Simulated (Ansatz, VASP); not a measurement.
Li: VASP beside Ansatz

Contents of INCAR:

```
SYSTEM = Li
PREC = Accurate ; ENCUT = 520
EDIFF = 1E-6 ; ISMEAR = 0
SIGMA = 0.1 ; LREAL = .False.
LASPH = .True. ; NELM = 100
ALGO = Normal ; ISIF = 2
LWAVE = .False. ; LCHARG = .False.
GGA = PS ; NBANDS = 12
```

File KPOINTS:

```
Automatic mesh
0
Gamma
  14 14 14
  0 0 0
```

Contents of POSCAR:

```
Li
1.0
    1.6111699902      1.1593005798      7.0238443161
   -1.6111699902      1.1593005798      7.0238443161
    0.0000000000     -1.4646897607      6.9231095987
Li
3
Direct
    0.0027912539     -0.0027912539      0.0000000000
    0.2133059186      0.2160971725      0.2205463881
    0.7839028275      0.7866940814      0.7794536119
```

Input for Ansatz:

```yaml
crystal:
  lattice:
    - [1.6111699902, 1.1593005798, 7.0238443161]
    - [-1.6111699902, 1.1593005798, 7.0238443161]
    - [0.0, -1.4646897607, 6.9231095987]
  atoms:
    - { symbol: Li, position: [0.0027912539, -0.0027912539, 0.0] }
    - { symbol: Li, position: [0.2133059186, 0.2160971725, 0.2205463881] }
    - { symbol: Li, position: [0.7839028275, 0.7866940814, 0.7794536119] }
basis:
  ecutwfc: 420
kpoints:
  mp_grid: { grid: [14, 14, 14] }
hamiltonian:
  xc: pbesol
scf:
  occupations: { method: gaussian, width: 0.1 }
output:
  forces: true
  stress: true
  eigenvalues: true
  write_density: true
  write_potential: true
  elf: true
  volumetric_format: npy
```

Alike in both runs: task single point; functional PBEsol; k mesh 14 × 14 × 14; occupations gaussian, width 0.1 eV; no spin polarisation.

```csv
,VASP,Ansatz
version,VASP 6.6.1,Ansatz 0.2.0
potentials or method,"VASP PAW PBE potentials, release 64 (Li_sv), cutoff 520 eV","scalar-relativistic, plane waves, PAW"
valence electrons in the cell,9,9
```

|  | VASP | Ansatz | Ansatz less VASP |
| --- | --- | --- | --- |
| gap on the k mesh at the Fermi level (eV) | none | none | - |
| rms of the force components (eV/Å) | 0.146 | 0.145 | -0.0007 |

VASP's potentials were made for PBE, not for PBEsol. Atom by atom the forces differ by 0.001 eV/Å (rms over components). A gap of «none» marks a metal or a gap that the smearing closes.

Noted on VASP's run: the cutoff is short for stress, so the pressure is rough.
